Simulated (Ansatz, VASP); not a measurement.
B2P3: VASP beside Ansatz

Contents of INCAR:

```
PREC     = Accurate       # precision mode
ENCUT    = 600            # plane-wave cutoff, eV
EDIFF    = 1E-7           # SCF threshold, eV
ISMEAR   = 0              # smearing method
SIGMA    = 0.1            # smearing width, eV
LREAL    = F              # projectors in reciprocal space
LASPH    = T              # aspherical terms in the spheres
NELM     = 100            # most SCF steps
ALGO     = Normal         # electronic algorithm
ISIF     = 3              # what is computed and relaxed
LWAVE    = F              # write WAVECAR
LCHARG   = F              # write CHGCAR
GGA      = PE             # functional
IBRION   = 2              # ionic algorithm
NSW      = 100            # ionic steps
EDIFFG   = -0.01          # ionic threshold
```

Contents of KPOINTS:

```
regular mesh
0
Gamma
  12 12 6
```

Contents of POSCAR:

```
B2P3
1.0
    3.1336096713      0.0000000000      0.0000000000
   -1.5668048356      2.7137855809      0.0000000000
    0.0000000000      0.0000000000      7.4280486154
B P
2 3
Direct
    0.6666666667      0.3333333333      0.7928096166
    0.3333333333      0.6666666667      0.2071903834
    0.6666666667      0.3333333333      0.3133280456
    0.3333333333      0.6666666667      0.6866719544
    0.0000000000      0.0000000000      0.0000000000
```

Input for Ansatz:

```yaml
crystal:
  lattice:
    - [3.1336096713, 0.0, 0.0]
    - [-1.5668048356, 2.7137855809, 0.0]
    - [0.0, 0.0, 7.4280486154]
  atoms:
    - { symbol: B, position: [0.6666666667, 0.3333333333, 0.7928096166] }
    - { symbol: B, position: [0.3333333333, 0.6666666667, 0.2071903834] }
    - { symbol: P, position: [0.6666666667, 0.3333333333, 0.3133280456] }
    - { symbol: P, position: [0.3333333333, 0.6666666667, 0.6866719544] }
    - { symbol: P, position: [0.0, 0.0, 0.0] }
basis:
  ecutwfc: 420
kpoints:
  mp_grid: { grid: [12, 12, 6] }
hamiltonian:
  xc: pbe
scf:
  occupations: { method: gaussian, width: 0.1 }
output:
  forces: true
  stress: true
  eigenvalues: true
  write_density: true
  write_potential: true
  elf: true
  volumetric_format: npy
relax:
  adjacent_minimum: "off"
  f_tol: 0.01
  max_steps: 80
  cell: { stress_tol: 0.05 }
```

Change from the starting cell: species swapped into the La2O3 type (P-3m1, No. 164).

Alike in both runs: task relaxation of cell and atoms; functional PBE; k mesh 12 × 12 × 6; occupations gaussian, width 0.1 eV; no spin polarisation.

|  | VASP | Ansatz |
| --- | --- | --- |
| version | VASP 6.6.1 | Ansatz 0.2.0 |
| potentials or method | VASP PAW PBE potentials, release 64 (B, P), cutoff 600 eV | scalar-relativistic, plane waves, PAW |
| valence electrons in the cell | 21 | 21 |

|  | VASP | Ansatz | Ansatz less VASP |
| --- | --- | --- | --- |
| gap on the k mesh at the Fermi level, each at its own relaxed structure (eV) | none | none | - |
| relaxed volume (Å³/atom) | 12.62 | 12.63 | +0.013 |
| relaxed cell length with the largest relative difference (Å) | 7.513 | 7.518 | +0.0045 |

A gap of «none» marks a metal or a gap that the smearing closes.
